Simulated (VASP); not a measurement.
# MgB2 (P6/mmm) in VASP: settings compared, part 2 of 2

VASP 6.6.1.

## 3. Single point, r2SCAN (9.92 Å³/atom)

This run uses another cell than the first one, of 9.92 Å³/atom.

File POSCAR:

```
MgB2
1.0
    3.1062196689      0.0000000000      0.0000000000
   -1.5531098345      2.6900651430      0.0000000000
    0.0000000000      0.0000000000      3.5603519882
Mg B
1 2
Direct
    0.0000000000      0.0000000000      0.0000000000
    0.3333333333      0.6666666667      0.5000000000
    0.6666666667      0.3333333333      0.5000000000
```

File INCAR.step1:

```
SYSTEM = MgB2
PREC     = Accurate       ! precision mode
ENCUT    = 520            ! plane-wave cutoff, eV
ISMEAR   = 0              ! smearing method
SIGMA    = 0.05           ! smearing width, eV
LREAL    = .FALSE.        ! projectors in reciprocal space
LASPH    = .TRUE.         ! aspherical terms in the spheres
NELM     = 60             ! most SCF steps
NBANDS   = 11             ! bands
GGA      = PE             ! functional
ALGO     = Normal         ! electronic algorithm
EDIFF    = 1E-4           ! SCF threshold, eV
LWAVE    = .TRUE.         ! write WAVECAR
LCHARG   = .FALSE.        ! write CHGCAR
```

File INCAR.step2:

```
SYSTEM = MgB2
PREC     = Accurate       ! precision mode
ENCUT    = 520            ! plane-wave cutoff, eV
EDIFF    = 1E-6           ! SCF threshold, eV
ISMEAR   = 0              ! smearing method
SIGMA    = 0.05           ! smearing width, eV
LREAL    = .FALSE.        ! projectors in reciprocal space
LASPH    = .TRUE.         ! aspherical terms in the spheres
NELM     = 60             ! most SCF steps
ALGO     = Normal         ! electronic algorithm
ISIF     = 2              ! what is computed and relaxed
LWAVE    = .FALSE.        ! write WAVECAR
LCHARG   = .FALSE.        ! write CHGCAR
METAGGA  = R2SCAN         ! meta-GGA
LMIXTAU  = .TRUE.       
NBANDS   = 11             ! bands
ISTART   = 1
```

File KPOINTS:

```
Automatic mesh
0
G
  8 8 6
  0 0 0
```

Potentials or basis: VASP PAW PBE potentials, release 64 (Mg, B).

Launch:

```console
$ cat potpaw_PBE.64/Mg/POTCAR potpaw_PBE.64/B/POTCAR > POTCAR
$ cp INCAR.step1 INCAR
$ mpirun -np 1 vasp_std > vasp.out
$ cp INCAR.step2 INCAR
$ mpirun -np 1 vasp_std > vasp.out
```

OUTCAR:

```text
SYSTEM = MgB2
   PREC = Accurate
   ENCUT = 520
   EDIFF = 1E-6
   ISMEAR = 0
   LREAL = .FALSE.
   LASPH = .TRUE.
   NELM = 60
   ISIF = 2
   METAGGA = R2SCAN
   ISTART = 1

 ion  position               nearest neighbor table
   1  0.000  0.000  0.000-   2 2.53   3 2.53   2 2.53   3 2.53   3 2.53   3 2.53   2 2.53   2 2.53
                             3 2.53   3 2.53   2 2.53   2 2.53
   2  0.333  0.667  0.500-   3 1.79   3 1.79   3 1.79   1 2.53   1 2.53   1 2.53   1 2.53   1 2.53
                             1 2.53
[... 538 lines left out ...]
  Direction    XX          YY          ZZ          XY          YZ          ZX
  --------------------------------------------------------------------------------------
  -------------------------------------------------------------------------------------
  Total       -1.0569411     -1.0569411     -1.1207466      0.0000000     -0.0000000      0.0000000
  in kB      -56.9211266    -56.9211266    -60.3573421      0.0000000     -0.0000000      0.0000000
  external PRESSURE =     -58.0665318 kB  Pullay stress =       0.0000000 kB

 VOLUME and BASIS-vectors are now :
 -----------------------------------------------------------------------------
  energy-cutoff  :      520.00
  volume of cell :       29.75
      direct lattice vectors                 reciprocal lattice vectors
     3.106219669  0.000000000  0.000000000     0.321934733  0.185869105  0.000000000
    -1.553109835  2.690065143  0.000000000     0.000000000  0.371738210  0.000000000
     0.000000000  0.000000000  3.560351988     0.000000000  0.000000000  0.280871106

 POSITION                                       TOTAL-FORCE (eV/Angst)
 -----------------------------------------------------------------------------------
      0.00000      0.00000      0.00000         0.000000      0.000000      0.000000
     -0.00000      1.79338      1.78018         0.000000      0.000000      0.000000
      1.55311      0.89669      1.78018        -0.000000     -0.000000     -0.000000
 -----------------------------------------------------------------------------------
    total drift:                                0.000000     -0.000000      0.000000

  FREE ENERGIE OF THE ION-ELECTRON SYSTEM (eV)
  ---------------------------------------------------
  free  energy   TOTEN  =       -19.3713280158 eV

  energy  without entropy=      -19.3696161450  energy(sigma->0) =      -19.37047208
```

OSZICAR.step1:

```text
N       E                     dE             d eps       ncg     rms          rms(c)
DAV:   1     0.460170525617E+01    0.46017E+01   -0.39089E+03   944   0.619E+02
DAV:   2    -0.163565677129E+02   -0.20958E+02   -0.20065E+02  1177   0.107E+02
DAV:   3    -0.169429285777E+02   -0.58636E+00   -0.58252E+00  1151   0.145E+01
DAV:   4    -0.169445695124E+02   -0.16409E-02   -0.16408E-02  1042   0.837E-01
DAV:   5    -0.169445749677E+02   -0.54553E-05   -0.54559E-05  1106   0.492E-02    0.514E+00
DAV:   6    -0.155524789074E+02    0.13921E+01   -0.17645E+00   997   0.607E+00    0.244E+00
DAV:   7    -0.153033275792E+02    0.24915E+00   -0.90500E-01  1030   0.433E+00    0.744E-01
DAV:   8    -0.153083267833E+02   -0.49992E-02   -0.78558E-02   969   0.154E+00    0.430E-01
DAV:   9    -0.152989833430E+02    0.93434E-02   -0.21124E-02   970   0.652E-01    0.571E-02
DAV:  10    -0.152990272892E+02   -0.43946E-04   -0.60785E-04  1033   0.156E-01
   1 F= -.15299027E+02 E0= -.15297690E+02  d E =-.267507E-02
```

Run time: 81 s. Hardware: 1 thread of Intel Xeon 8259CL, shared host; peak memory 0.15 GiB.

Results:

```
Free energy            : -19.3713 eV
Pressure               : -5.8 GPa
Band gap on the k mesh : zero (bands 4 and 5 overlap by 2.58 eV)
```

Levels at points of the mesh, in eV from the Fermi level:
```
           k point  band 1  band 2  band 3  band 4  band 5  band 6  band 7  band 8
(0.00, 0.00, 0.00)  -13.11   -3.16    0.35    0.35    1.78    6.51    6.51    8.22
(0.50, 0.00, 0.00)   -9.14   -8.21   -2.32    0.15    3.17    4.04    5.54    7.54
(0.00, 0.00, 0.50)  -11.88   -7.69    0.73    0.73    6.84    6.84    8.43   10.00
(0.50, 0.00, 0.50)   -8.17   -7.33   -3.73   -2.02   -1.26    5.85    9.31    9.40
```

Caveat: the cell stands under tension; the PAW data sets were made with another functional, which shifts forces and pressure a little.

## 4. Single point, r2SCAN+rVV10 (9.89 Å³/atom)

This run uses another cell than the first one, of 9.89 Å³/atom.

File POSCAR:

```
MgB2
1.0
    3.1067983495      0.0000000000      0.0000000000
   -1.5533991748      2.6905662951      0.0000000000
    0.0000000000      0.0000000000      3.5488455847
Mg B
1 2
Direct
    0.0000000000      0.0000000000      0.0000000000
    0.3333333333      0.6666666667      0.5000000000
    0.6666666667      0.3333333333      0.5000000000
```

INCAR.step1, as its differences from that of step 3:

```diff
@@ -7,3 +7,3 @@
 LASPH    = .TRUE.         ! aspherical terms in the spheres
-NELM     = 60             ! most SCF steps
+NELM     = 100            ! most SCF steps
 NBANDS   = 11             ! bands
```

INCAR.step2, as its differences from that of step 3:

```diff
@@ -8,3 +8,3 @@
 LASPH    = .TRUE.         ! aspherical terms in the spheres
-NELM     = 60             ! most SCF steps
+NELM     = 100            ! most SCF steps
 ALGO     = Normal         ! electronic algorithm
@@ -15,2 +15,6 @@
 LMIXTAU  = .TRUE.       
+LUSE_VDW = .TRUE.       
+IVDW_NL  = 2            
+BPARAM   = 11.95        
+CPARAM   = 0.0093       
 NBANDS   = 11             ! bands
```

KPOINTS is that of step 3.

Launch:

```console
$ cat potpaw_PBE.64/Mg/POTCAR potpaw_PBE.64/B/POTCAR > POTCAR
$ cp INCAR.step1 INCAR
$ mpirun -np 1 vasp_std > vasp.out
$ cp INCAR.step2 INCAR
$ mpirun -np 1 vasp_std > vasp.out
```

Wall time 2 min (1 thread of Intel Xeon 8259CL, shared host); peak memory 0.23 GiB.

The run converged. Its results:

```
Free energy            : -19.2198 eV
Pressure               : -5.9 GPa
Band gap on the k mesh : zero (bands 4 and 5 overlap by 2.62 eV)
```

Stress tensor (GPa, compression positive):
```
-5.78  0.00  0.00
 0.00 -5.78  0.00
 0.00  0.00 -6.11
```

Levels at points of the mesh, in eV from the Fermi level:
| k point | band 2 | band 3 | band 4 | band 5 | band 6 | band 7 |
| --- | --- | --- | --- | --- | --- | --- |
| (0.00, 0.00, 0.00) | -3.13 | 0.33 | 0.33 | 1.82 | 6.48 | 6.48 |
| (0.50, 0.00, 0.00) | -8.24 | -2.33 | 0.17 | 3.19 | 4.00 | 5.58 |
| (0.00, 0.00, 0.50) | -7.71 | 0.72 | 0.72 | 6.81 | 6.81 | 8.40 |
| (0.50, 0.00, 0.50) | -7.33 | -3.75 | -2.03 | -1.28 | 5.83 | 9.29 |

Caveat: the cell stands under tension; the PAW data sets were made with another functional, which shifts forces and pressure a little.

## 5. Relaxation of shape and atoms at fixed volume, RPBE+D4 (8.86 Å³/atom)

This run uses another cell than the first one, of 8.86 Å³/atom.

File INCAR:

```
ALGO     = Normal         # electronic algorithm
EDIFF    = 1E-7           # SCF threshold, eV
EDIFFG   = -0.01          # ionic threshold
ENCUT    = 600            # plane-wave cutoff, eV
GGA      = RP             # functional
IBRION   = 2              # ionic algorithm
ISIF     = 4              # what is computed and relaxed
ISMEAR   = 0              # smearing method
IVDW     = 13             # dispersion correction
LASPH    = True           # aspherical terms in the spheres
LCHARG   = False          # write CHGCAR
LREAL    = False          # projectors in reciprocal space
LWAVE    = False          # write WAVECAR
NELM     = 60             # most SCF steps
NSW      = 60             # ionic steps
PREC     = Accurate       # precision mode
SIGMA    = 0.05           # smearing width, eV
```

File KPOINTS:

```
k-points
0
Gamma
  8 8 6
```

File POSCAR:

```
MgB2
1.0
    3.0178155911      0.0000000000      0.0000000000
   -1.5089077955      2.6135049658      0.0000000000
    0.0000000000      0.0000000000      3.3685719884
Mg B
1 2
Direct
    0.0000000000      0.0000000000      0.0000000000
    0.3333333333      0.6666666667      0.5000000000
    0.6666666667      0.3333333333      0.5000000000
```

Launch:

```console
$ cat potpaw_PBE.64/Mg/POTCAR potpaw_PBE.64/B/POTCAR > POTCAR
$ mpirun -np 1 vasp_std > vasp.out
```

Run time: 36 s. Hardware: 1 thread of Intel Xeon 8259CL, shared host; peak memory 0.15 GiB.

The run converged. Its results:

| Property | Result |
| --- | --- |
| Free energy | -15.9242 eV |
| Energy gained by relaxing | 0.1 meV/atom |
| Ionic steps | 2 |
| Pressure after relaxing | 6.3 GPa |
| Band gap on the k mesh | zero (bands 4 and 5 overlap by 2.92 eV) |
| Dispersion energy per atom | -0.519 eV |

Stress tensor (GPa, compression positive):
```
6.23 0.00 0.00
0.00 6.23 0.00
0.00 0.00 6.34
```

The path:
```csv
step,energy change (eV),largest force (eV/Å),pressure (GPa),volume (Å³)
1,0.0000,0.0000,6.50,26.57
2,-0.0004,0.0000,6.26,26.57
```

Final structure:
```
CELL_PARAMETERS angstrom
3.02243 0.00000 0.00000
-1.51121 2.61750 0.00000
0.00000 0.00000 3.35830
ATOMIC_POSITIONS crystal
Mg 0.00000 0.00000 0.00000
B 0.33333 0.66667 0.50000
B 0.66667 0.33333 0.50000
```

Levels at points of the mesh, in eV from the Fermi level:
```
           k point  band 1  band 2  band 3  band 4  band 5  band 6  band 7  band 8
(0.00, 0.00, 0.00)  -12.99   -2.81    0.28    0.28    2.34    6.41    6.41    8.53
(0.50, 0.00, 0.00)   -8.93   -8.26   -2.38    0.37    3.47    3.86    6.15    8.30
(0.00, 0.00, 0.50)  -11.51   -7.77    0.76    0.76    6.73    6.73    8.18   10.79
(0.50, 0.00, 0.50)   -7.78   -7.21   -3.83   -2.04   -1.37    6.06    9.35    9.57
```

Caveat: the PAW data sets were made with another functional, which shifts forces and pressure a little.

## 6. Relaxation of shape and atoms at fixed volume, PBE+D3(BJ) (8.91 Å³/atom)

This run uses another cell than the first one, of 8.91 Å³/atom.

INCAR, as its differences from that of step 5:

```diff
@@ -1,6 +1,6 @@
 ALGO     = Normal         # electronic algorithm
-EDIFF    = 1E-7           # SCF threshold, eV
+EDIFF    = 1E-6           # SCF threshold, eV
 EDIFFG   = -0.01          # ionic threshold
 ENCUT    = 600            # plane-wave cutoff, eV
-GGA      = RP             # functional
+GGA      = PE             # functional
 IBRION   = 2              # ionic algorithm
@@ -8,3 +8,3 @@
 ISMEAR   = 0              # smearing method
-IVDW     = 13             # dispersion correction
+IVDW     = 12             # dispersion correction
 LASPH    = True           # aspherical terms in the spheres
```

KPOINTS is that of step 5.

File POSCAR:

```
MgB2
1.0
    3.0179054608      0.0000000000      0.0000000000
   -1.5089527304      2.6135827952      0.0000000000
    0.0000000000      0.0000000000      3.3903765975
Mg B
1 2
Direct
    0.0000000000      0.0000000000      0.0000000000
    0.3333333333      0.6666666667      0.5000000000
    0.6666666667      0.3333333333      0.5000000000
```

Potentials or basis: VASP PAW PBE potentials, release 64 (Mg, B).

Launch:

```console
$ cat potpaw_PBE.64/Mg/POTCAR potpaw_PBE.64/B/POTCAR > POTCAR
$ mpirun -np 1 vasp_std > vasp.out
```

Run time: 28 s. Hardware: 1 thread of Intel Xeon 8259CL, shared host; peak memory 0.16 GiB.

The run converged. Its results:

```
Free energy                : -16.1634 eV
Energy gained by relaxing  : 0.1 meV/atom
Ionic steps                : 2
Pressure after relaxing    : 6.5 GPa
Band gap on the k mesh     : zero (bands 4 and 5 overlap by 2.85 eV)
Dispersion energy per atom : -0.307 eV
```

Stress tensor (GPa, compression positive):
```
6.43 0.00 0.00
0.00 6.43 0.00
0.00 0.00 6.54
```

Step by step:
```
step  energy change (eV)  largest force (eV/Å)  pressure (GPa)  volume (Å³)
   1              0.0000                0.0000            6.67        26.74
   2             -0.0004                0.0000            6.46        26.74
```

Final structure:
```cif
data_structure
_symmetry_space_group_name_H-M 'P 1'
_symmetry_Int_Tables_number 1
_cell_length_a 3.0224
_cell_length_b 3.0224
_cell_length_c 3.3804
_cell_angle_alpha 90.000
_cell_angle_beta 90.000
_cell_angle_gamma 120.000
_cell_volume 26.74
loop_
_atom_site_label
_atom_site_type_symbol
_atom_site_fract_x
_atom_site_fract_y
_atom_site_fract_z
_atom_site_occupancy
Mg1 Mg 0.00000 0.00000 0.00000 1
B1 B 0.33333 0.66667 0.50000 1
B2 B 0.66667 0.33333 0.50000 1
```

Levels at points of the mesh, in eV from the Fermi level:
| k point | band 2 | band 3 | band 4 | band 5 | band 6 | band 7 |
| --- | --- | --- | --- | --- | --- | --- |
| (0.00, 0.00, 0.00) | -2.88 | 0.30 | 0.30 | 2.20 | 6.44 | 6.44 |
| (0.50, 0.00, 0.00) | -8.21 | -2.35 | 0.32 | 3.39 | 3.91 | 6.01 |
| (0.00, 0.00, 0.50) | -7.77 | 0.76 | 0.76 | 6.76 | 6.76 | 8.19 |
| (0.50, 0.00, 0.50) | -7.17 | -3.80 | -2.02 | -1.38 | 6.10 | 9.31 |

## 7. Summary

| task | level | cell | cutoff (eV) | gap on the mesh (eV) | pressure (GPa) |
| --- | --- | --- | --- | --- | --- |
| single point | r2SCAN+rVV10 | a = 3.094, b = 3.094, c = 3.511 Å, angles 90.0, 90.0, 120.0°, 3 atoms | 520 | none | -3.4 |
| single point | r2SCAN | a = 3.106, b = 3.106, c = 3.560 Å, angles 90.0, 90.0, 120.0°, 3 atoms | 520 | none | -5.8 |
| single point | r2SCAN+rVV10 | a = 3.107, b = 3.107, c = 3.549 Å, angles 90.0, 90.0, 120.0°, 3 atoms | 520 | none | -5.9 |
| relaxation of shape and atoms at fixed volume | RPBE+D4 | relaxed from a = 3.018, b = 3.018, c = 3.369 Å, angles 90.0, 90.0, 120.0°, 3 atoms | 600 | none | 6.3 |
| relaxation of shape and atoms at fixed volume | PBE+D3(BJ) | relaxed from a = 3.018, b = 3.018, c = 3.390 Å, angles 90.0, 90.0, 120.0°, 3 atoms | 600 | none | 6.5 |

Alike in all rows: potentials or basis VASP PAW PBE potentials, release 64 (Mg, B); no spin polarisation; k mesh 8 × 8 × 6; smearing gaussian 0.05 eV.

Caveats: the PAW data sets were made with another functional, which shifts forces and pressure a little (at least some runs); the cell stands under tension (at least some runs).

Total energies depend on the potentials used, so only differences within one code and one set of settings carry meaning.
